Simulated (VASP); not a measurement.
**ScSi2: electric field gradients with PBEsol**

ScSi2:

```
Sc Si
1.0
     3.66000    0.00000    0.00000
    -1.83000    3.16965    0.00000
     0.00000    0.00000    3.87000
Sc Si
1 2
Direct
  0.00000 0.00000 0.00000
  0.33333 0.66667 0.50000
  0.66667 0.33333 0.50000
```

| Quantity | Value |
| --- | --- |
| Program | VASP 6.6.1 |
| Task | electric field gradients |
| Functional | PBEsol |
| Potentials or basis | VASP PAW PBE potentials, release 64 (Sc_sv, Si) |
| Cutoff | 520 eV |
| k mesh | 13 × 13 × 11 |
| Occupations | fermi-dirac, width 0.05 eV |
| Spin | no spin polarisation |
| Dipole correction | no |
| Further INCAR settings | ALGO = Normal; EDIFF = 1e-08; NBANDS = 16 |

```yaml
Pressure: 22.1 GPa
Band_gap_on_the_k_mesh: zero (an odd number of electrons rules out a gap without spin polarisation)
Largest_electric_field_gradient_by_atom: Sc -4.5; Si +16.4 V/Å²
```

Stress tensor (GPa, compression positive):
```
34.39  0.00  0.00
 0.00 34.39  0.00
 0.00  0.00 -2.54
```

Levels at points of the mesh, in eV from the Fermi level:
```
           k point  band 8  band 9  band 10  band 11  band 12  band 13
(0.00, 0.00, 0.00)   -3.42   -2.10     1.10     1.10     1.22     1.65
```

Electric field gradients, principal values (V/Å²):
```csv
atom,least,middle,greatest (by size)
1 Sc,2.257,2.260,-4.517
2 Si,-8.225,-8.225,16.450
3 Si,-8.225,-8.225,16.450
```

Wall time 2.4 min on 1 thread of Intel Xeon 8259CL, with other jobs on the host, peak memory 0.22 GiB.

Caveat: the cell stands under pressure; without QUAD_EFG the Cq values of the log hold for a quadrupole moment of 1 mb, not for the nuclei; the PAW data sets were made with another functional, which shifts forces and pressure a little.
